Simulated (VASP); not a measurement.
# Se (Im-3m) in VASP: notebook, part 2 of 2

VASP 6.6.1.

## 4. Single point, RPBE

This run uses another cell than the first one, of 20.90 Å³/atom, 1.087 times its volume.

INCAR

```
  PREC = Accurate
  ENCUT = 520
  EDIFF = 1E-7
  ISMEAR = -1
  SIGMA = 0.1
  LREAL = F
  LASPH = T
  NELM = 80
  ALGO = Normal
  ISIF = 2
  LWAVE = F
  LCHARG = F
  GGA = RP
  NBANDS = 9
```

KPOINTS

```
regular mesh
0
Gamma
  14 14 14
```

POSCAR

```
Se
1.0
   -1.7352697038      1.7352697038      1.7352697038
    1.7352697038     -1.7352697038      1.7352697038
    1.7352697038      1.7352697038     -1.7352697038
Se
1
Direct
    0.0000000000      0.0000000000      0.0000000000
```

The run is started by

```console
> cat potpaw_PBE.64/Se/POTCAR > POTCAR
> mpirun -np 1 vasp_std > vasp.out
```

It took 6.3 s on 1 thread of Intel Xeon 6975P-C (Granite Rapids), shared host; peak memory 0.14 GiB.

The run converged. Its results:

| Property | Result |
| --- | --- |
| Free energy | -2.5197 eV |
| Pressure | 0.2 GPa |
| Band gap on the k mesh | zero (band 3 reaches 8.09 eV, above the bottom of band 4 at 2.14 eV) |

Levels at points of the mesh, in eV from the Fermi level:
| k point | band 1 | band 2 | band 3 | band 4 | band 5 | band 6 |
| --- | --- | --- | --- | --- | --- | --- |
| (0.00, 0.00, 0.00) | -15.82 | 2.87 | 2.87 | 2.87 | 10.90 | 12.34 |
| (0.50, 0.00, 0.00) | -12.57 | -6.35 | 0.05 | 2.09 | 6.96 | 8.40 |
| (0.50, 0.50, 0.50) | -10.35 | -3.07 | -3.07 | -3.07 | 4.29 | 4.29 |

Caveat: the PAW data sets were made with another functional, which shifts forces and pressure a little.

## 5. Single point, RPBE (volume scaled by 1.04)

INCAR

```
SYSTEM = Se
PREC = Accurate ; ENCUT = 520
EDIFF = 1E-6 ; ISMEAR = -1
SIGMA = 0.1 ; LREAL = .False.
LASPH = .True. ; NELM = 60
ALGO = Normal ; ISIF = 2
LWAVE = .False. ; LCHARG = .False.
GGA = RP ; NBANDS = 9
```

KPOINTS

```
regular mesh
0
Gamma
  14 14 14
  0 0 0
```

POSCAR

```
Se
1.0
   -1.7581048185      1.7581048185      1.7581048185
    1.7581048185     -1.7581048185      1.7581048185
    1.7581048185      1.7581048185     -1.7581048185
Se
1
Direct
    0.0000000000      0.0000000000      0.0000000000
```

Potentials or basis: VASP PAW PBE potentials, release 64 (Se).

The run is started by

```console
> cat potpaw_PBE.64/Se/POTCAR > POTCAR
> mpirun -np 1 vasp_std > vasp.out
```

OUTCAR:

```text
SYSTEM = Se
   PREC = Accurate
   ENCUT = 520
   EDIFF = 1E-6
   ISMEAR = -1
   LREAL = .False.
   LASPH = .True.
   NELM = 60
   ISIF = 2
   GGA = RP

 ion  position               nearest neighbor table
   1  0.000  0.000  0.000-

  LATTYP: Found a body centered cubic cell.
 ALAT       =     3.5162096370

  Lattice vectors:

 A1 = (  -1.7581048185,   1.7581048185,   1.7581048185)
 A2 = (   1.7581048185,  -1.7581048185,   1.7581048185)
 A3 = (   1.7581048185,   1.7581048185,  -1.7581048185)

Analysis of symmetry for initial positions (statically):
[... 456 lines left out ...]
      2       0.0133      2.00000
      3       1.0547      2.00000
      4       5.7236      0.00013
      5      13.7715      0.00000
      6      16.8255      0.00000
      7      18.0276      0.00000
      8      21.7825      0.00000
      9      23.6479      0.00000

 [... further k-points ...]
[... 5 lines left out ...]
  --------------------------------------------------------------------------------------
  -------------------------------------------------------------------------------------
  Total       -0.2912284     -0.2912284     -0.2912284      0.0000000      0.0000000     -0.0000000
  in kB      -21.4659455    -21.4659455    -21.4659455      0.0000000      0.0000000     -0.0000000
  external PRESSURE =     -21.4659455 kB  Pullay stress =       0.0000000 kB

 VOLUME and BASIS-vectors are now :
 -----------------------------------------------------------------------------
  energy-cutoff  :      520.00
  volume of cell :       21.74
      direct lattice vectors                 reciprocal lattice vectors
    -1.758104819  1.758104819  1.758104819     0.000000000  0.284397150  0.284397150
     1.758104819 -1.758104819  1.758104819     0.284397150  0.000000000  0.284397150
     1.758104819  1.758104819 -1.758104819     0.284397150  0.284397150  0.000000000

 POSITION                                       TOTAL-FORCE (eV/Angst)
 -----------------------------------------------------------------------------------
      0.00000      0.00000      0.00000         0.000000     -0.000000     -0.000000
 -----------------------------------------------------------------------------------
    total drift:                                0.000000      0.000000      0.000000

  FREE ENERGIE OF THE ION-ELECTRON SYSTEM (eV)
  ---------------------------------------------------
  free  energy   TOTEN  =        -2.5145394261 eV

  energy  without entropy=       -2.4906902638  energy(sigma->0) =       -2.50261484
```

stdout:

```text
POSCAR found type information on POSCAR Se
 POSCAR found :  1 types and       1 ions
 scaLAPACK will be used
 -----------------------------------------------------------------------------
|                                                                             |
|                                                                             |
|     You enforced a specific xc type in the INCAR file but a different       |
|     I HOPE YOU KNOW WHAT YOU ARE DOING!                                     |
|                                                                             |
 -----------------------------------------------------------------------------

 LDA part: xc-table for (Slater+PW92), standard interpolation
 POSCAR, INCAR and KPOINTS ok, starting setup
 FFT: planning ... GRIDC
 FFT: planning ... GRID_SOFT
 FFT: planning ... GRID
 WAVECAR not read
 entering main loop
```

It took 5.6 s on 1 thread of Intel Xeon 6975P-C (Granite Rapids), shared host; peak memory 0.14 GiB.

What came out:

```
Free energy            : -2.5145 eV
Pressure               : -2.1 GPa
Band gap on the k mesh : zero (band 3 reaches 7.44 eV, above the bottom of band 4 at 1.83 eV)
```

Levels at points of the mesh, in eV from the Fermi level:
| k point | band 1 | band 2 | band 3 | band 4 | band 5 | band 6 | band 7 |
| --- | --- | --- | --- | --- | --- | --- | --- |
| (0.00, 0.00, 0.00) | -15.49 | 2.68 | 2.68 | 2.68 | 10.42 | 12.25 | 12.25 |
| (0.50, 0.00, 0.00) | -12.47 | -6.05 | 0.02 | 1.97 | 6.93 | 8.44 | 17.08 |
| (0.50, 0.50, 0.50) | -10.44 | -2.93 | -2.93 | -2.93 | 4.47 | 4.47 | 21.91 |

Caveat: the cell differs from its parent crystal (volume scaled by 1.04); the PAW data sets were made with another functional, which shifts forces and pressure a little.

## 6. Overview

| cell | gap on the mesh (eV) | pressure (GPa) |
| --- | --- | --- |
| a = 2.923 Å, angles 109.5°, 1 atom | none | 6.9 |
| a = 2.965 Å, angles 109.5°, 1 atom | none | 3.2 |
| a = 3.006 Å, angles 109.5°, 1 atom | none | 0.2 |
| a = 3.045 Å, angles 109.5°, 1 atom | none | -2.1 |

Alike in all rows: task single point; level RPBE; potentials or basis VASP PAW PBE potentials, release 64 (Se); no spin polarisation; k mesh 14 × 14 × 14; cutoff (eV) 520; smearing fermi-dirac 0.1 eV.

Caveats: the PAW data sets were made with another functional, which shifts forces and pressure a little.

Total energies depend on the potentials used, so only differences within one code and one set of settings carry meaning.
